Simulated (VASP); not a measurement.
Wanted: the native input for a VASP 6.6.1 run.

```yaml
Task: single point
Functional: LDA
Potentials_or_basis: VASP PAW LDA potentials, release 64 (Ca_sv)
Cutoff: 520 eV
k_mesh: 16 × 16 × 16
Occupations: gaussian, width 0.15 eV
Spin: no spin polarisation
Dipole_correction: no
Further_INCAR_settings: ALGO = Fast; EDIFF = 1e-06; NBANDS = 11
```

The structure of Ca lies in POSCAR:

```
Ca
1.0
   -2.2400000000      2.2400000000      2.2624000000
    2.2400000000     -2.2400000000      2.2624000000
    2.2400000000      2.2400000000     -2.2624000000
Ca
1
Direct
    0.0000000000      0.0000000000      0.0000000000
```

This cell differs from its parent crystal: strain +0.0100 x Voigt [0, 0, 1, 0, 0, 0].

These files were run (other wordings do the same):

INCAR

```
SYSTEM = Ca
ALGO     = Fast           ! electronic algorithm
EDIFF    = 1E-6           ! SCF threshold, eV
ENCUT    = 520            ! plane-wave cutoff, eV
GGA      = CA             ! functional
ISIF     = 2              ! what is computed and relaxed
ISMEAR   = 0              ! smearing method
LASPH    = .TRUE.         ! aspherical terms in the spheres
LCHARG   = .FALSE.        ! write CHGCAR
LREAL    = .FALSE.        ! projectors in reciprocal space
LWAVE    = .FALSE.        ! write WAVECAR
NBANDS   = 11             ! bands
NELM     = 60             ! most SCF steps
PREC     = Accurate       ! precision mode
SIGMA    = 0.15           ! smearing width, eV
```

KPOINTS

```
k-points
0
G
  16 16 16
  0 0 0
```

Potentials or basis: VASP PAW LDA potentials, release 64 (Ca_sv).

Command:

```sh
$ cat potpaw_LDA.64/Ca_sv/POTCAR > POTCAR
$ mpirun -np 1 vasp_std > vasp.out
```

Results of the run:

The pressure is -2.6 GPa and the band gap on the k mesh is zero (bands 5 and 6 overlap by 0.34 eV).

Caveat: the cell differs from its parent crystal (strain +0.0100 x Voigt [0, 0, 1, 0, 0, 0]).

It took 74 s on 1 thread of Intel(R) Xeon(R) 6975P-C (Granite Rapids), with other jobs on the host, peak memory 0.28 GiB.
